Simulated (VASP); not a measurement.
Set up this calculation in VASP 6.6.1, as the native input.

```yaml
Task: single point
Functional: PBEsol
Potentials_or_basis: VASP PAW PBE potentials, release 64 (C, Si)
Cutoff: 520 eV
k_mesh: 7 × 7 × 5
Occupations: gaussian, width 0.1 eV
Spin: no spin polarisation
Dipole_correction: no
Further_INCAR_settings: LREAL = Auto; ALGO = Fast; EDIFF = 1e-07; NBANDS = 66
```

The structure of SiC3 lies in POSCAR:

```
SiC3
1.0
   -3.7245640000     -3.4966860000     -0.1048130000
    0.0475490000      3.5535200000      3.6983640000
   -5.1486610000      4.8129790000     -5.0117640000
C Si
18 6
Direct
    0.4901135286      0.9802667508      0.9567267724
    0.9935984078      0.9919839737      0.9542290364
    0.8436704927      0.1526368655      0.7183994431
    0.3578769224      0.1668420838      0.7172440676
    0.2099447614      0.2449502351      0.2092343514
    0.4818479345      0.4808084225      0.9550668317
    0.9803174284      0.4905621578      0.9576392049
    0.8292674653      0.6472904132      0.7161131053
    0.3448268320      0.6361033931      0.7206093147
    0.3303040453      0.1480993684      0.8978225046
    0.8266507600      0.1565630805      0.9006076038
    0.6865313838      0.3259483164      0.6634597790
    0.1860549021      0.3147412395      0.6655987242
    0.4615949544      0.4817073710      0.1299024149
    0.3187309489      0.6489202200      0.8994497152
    0.8265330395      0.6564424046      0.8943203649
    0.6735891001      0.8112350477      0.6664743222
    0.9779822882      0.9958896727      0.1317321363
    0.7018302888      0.3097709351      0.4273882615
    0.6565018109      0.8072033355      0.4439659353
    0.1881911419      0.2533245903      0.4303295913
    0.8676875192      0.5766170395      0.1794913275
    0.1945608754      0.8174565964      0.6016974573
    0.5569061210      0.8971840500      0.1794097228
```

One way to write it, as run:

INCAR

```
SYSTEM = SiC3
PREC = Accurate
ENCUT = 520
EDIFF = 1E-7
ISMEAR = 0
SIGMA = 0.1
LREAL = Auto
LASPH = .True.
NELM = 60
ALGO = Fast
ISIF = 2
LWAVE = .False.
LCHARG = .False.
GGA = PS
NBANDS = 66
```

KPOINTS

```
Automatic mesh
0
Gamma
  7 7 5
  0 0 0
```

Potentials or basis: VASP PAW PBE potentials, release 64 (C, Si).

Command:

```sh
$ cat potpaw_PBE.64/C/POTCAR potpaw_PBE.64/Si/POTCAR > POTCAR
$ mpirun -np 1 vasp_std > vasp.out
```

It gave:

The pressure is 0.6 GPa, the largest force is 0.092 eV/Å and the band gap on the k mesh is zero (bands 48 and 49 overlap by 0.29 eV).

Caveat: semilocal functionals underestimate gaps, and a narrow one can read as zero; the PAW data sets were made with another functional, which shifts forces and pressure a little.

Run time: 66 min on 1 thread of Oxide Virtual Turin-like Processor, on a shared host, peak memory 0.93 GiB.
